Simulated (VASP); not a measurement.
Input of a VASP 6.6.1 run:

File INCAR:

```
SYSTEM = Al5InN6
ALGO = Normal
EDIFF = 1E-7
EDIFFG = -0.01
ENCUT = 600
GGA = PE
GGA_COMPAT = .FALSE.
IBRION = 2
ISIF = 3
ISMEAR = 0
LASPH = .TRUE.
LCHARG = .FALSE.
LREAL = .FALSE.
LWAVE = .FALSE.
NELM = 120
NELMIN = 4
NSW = 100
PREC = Accurate
SIGMA = 0.02
```

Contents of KPOINTS:

```
k-points
0
G
  10 10 2
  0 0 0
```

The input POSCAR:

```
Al5InN6
1.0
    2.9870536123      0.0000000000      0.0000000000
    0.0000000000      2.9870536123      0.0000000000
    0.0000000000      0.0000000000     12.6160987943
Al In N
5 1 6
Direct
    0.0000000000      0.0000000000      0.8148098517
    0.0000000000      0.0000000000      0.1851901483
    0.5000000000      0.5000000000      0.3432240166
    0.0000000000      0.0000000000      0.5000000000
    0.5000000000      0.5000000000      0.6567759834
    0.5000000000      0.5000000000      0.0000000000
    0.0000000000      0.0000000000      0.0000000000
    0.5000000000      0.5000000000      0.1860522112
    0.0000000000      0.0000000000      0.3428168143
    0.5000000000      0.5000000000      0.5000000000
    0.0000000000      0.0000000000      0.6571831857
    0.5000000000      0.5000000000      0.8139477888
```

Potentials or basis: VASP PAW PBE potentials, release 64 (Al, In_d, N).

Launch:

```console
$ cat potpaw_PBE.64/Al/POTCAR potpaw_PBE.64/In_d/POTCAR potpaw_PBE.64/N/POTCAR > POTCAR
$ mpirun -np 1 vasp_std > vasp.out
```

Q: What does it give for the band gap on the k mesh?

A: 2.14 eV, indirect (least direct gap 3.28 eV).

Q: What does it give for the relaxed cell?

A: a = 2.986 Å, b = 2.986 Å, c = 12.612 Å, α = 90.00°, β = 90.00°, γ = 90.00°.

Final structure:
```xyz
12
Lattice="2.9862 0.0000 0.0000 0.0000 2.9862 0.0000 0.0000 0.0000 12.6119" Properties=species:S:1:pos:R:3 pbc="T T T"
Al    0.0000    0.0000   10.2762
Al    0.0000    2.9862    2.3357
Al    1.4931    1.4931    4.3288
Al    0.0000    0.0000    6.3060
Al    1.4931    1.4931    8.2831
In    1.4931    1.4931    0.0000
N     0.0000    0.0000    0.0000
N     1.4931    1.4931    2.3465
N     0.0000    0.0000    4.3236
N     1.4931    1.4931    6.3060
N     0.0000    2.9862    8.2883
N     1.4931    1.4931   10.2654
```

Caveat: spin-orbit coupling is left out, which moves the levels of the heavy elements. PBE gaps usually lie below the measured ones, often by a third to a half.
